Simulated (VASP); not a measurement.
Mo:

```
Mo
1.0
     2.15177   -4.07237    0.00000
     2.15177    4.07237    0.00000
     0.00000    0.00000    1.92612
Mo
1
Direct
  0.50000 0.50000 0.00000
```

| Item | Value |
| --- | --- |
| Program | VASP 6.6.1 |
| Task | relaxation of cell and atoms |
| Functional | PBE |
| Potentials or basis | VASP PAW PBE potentials, release 64 (Mo_sv) |
| Cutoff | 500 eV |
| k mesh | 4 × 4 × 8 |
| Occupations | gaussian, width 0.1 eV |
| Spin | no spin polarisation |

At the start: pressure 32.6 GPa; volume 33.76 Å³/atom.

**Question.** How do energy, volume and symmetry change on relaxing?

**Answer.** Over 30 steps the energy falls by 4520.8 meV/atom and the volume is 17.19 Å³/atom (-49.1 %); space group Cmmm (No. 65, to 0.05 Å).

Step by step:
```
step  energy change (eV)  largest force (eV/Å)  pressure (GPa)  volume (Å³)
   1              0.0000                0.0000           32.64        33.76
   2              7.4793                0.0000          -57.94        61.17
   3              0.0475                0.0000          -18.52        48.00
   4             -0.6470                0.0000          -16.91        44.60
   5             -1.4657                0.0000          -11.51        39.37
   6             -1.4025                0.0000            2.63        36.61
   7             -1.5309                0.0000           -7.95        38.39
   8             -1.5349                0.0000           -6.39        38.05
   9             -1.5349                0.0000           -6.80        38.14
  10             -2.0436                0.0000          -10.44        31.78
  11             -3.6133                0.0000           -6.46        20.83
  12            126.6421                0.0000         7416.09         5.35
  13             -3.6572                0.0000           -5.55        20.54
  14             -3.7903                0.0000           37.64        15.92
  15             -3.8969                0.0000           13.14        17.66
  16             -4.0061                0.0000           17.76        17.02
  17             -4.0614                0.0000           42.61        15.08
  18             -4.1190                0.0000           27.71        16.04
  19             -4.1270                0.0000           31.21        15.77
  20             -4.2796                0.0000           22.65        16.03
  21             -4.4223                0.0000           11.30        16.51
  22             -4.4374                0.0000            8.43        16.68
  23             -4.4804                0.0000            4.80        16.89
  24             -4.5160                0.0000           -0.77        17.30
  25             -4.5165                0.0000           -1.38        17.35
  26             -4.5165                0.0000           -1.52        17.36
  27             -4.5186                0.0000           -1.09        17.32
  28             -4.5208                0.0000            0.36        17.17
  29             -4.5208                0.0000            0.19        17.18
  30             -4.5208                0.0000            0.15        17.19
```

Final structure:
```cif
data_structure
_symmetry_space_group_name_H-M 'P 1'
_symmetry_Int_Tables_number 1
_cell_length_a 2.8943
_cell_length_b 2.8943
_cell_length_c 2.5311
_cell_angle_alpha 90.000
_cell_angle_beta 90.000
_cell_angle_gamma 125.845
_cell_volume 17.19
loop_
_atom_site_label
_atom_site_type_symbol
_atom_site_fract_x
_atom_site_fract_y
_atom_site_fract_z
_atom_site_occupancy
Mo1 Mo 0.50000 0.50000 0.00000 1
```

Caveat: the k points lie up to 0.67 Å⁻¹ apart in the final cell; the volume moved by over 15 % at a fixed basis, so the end points are rough.
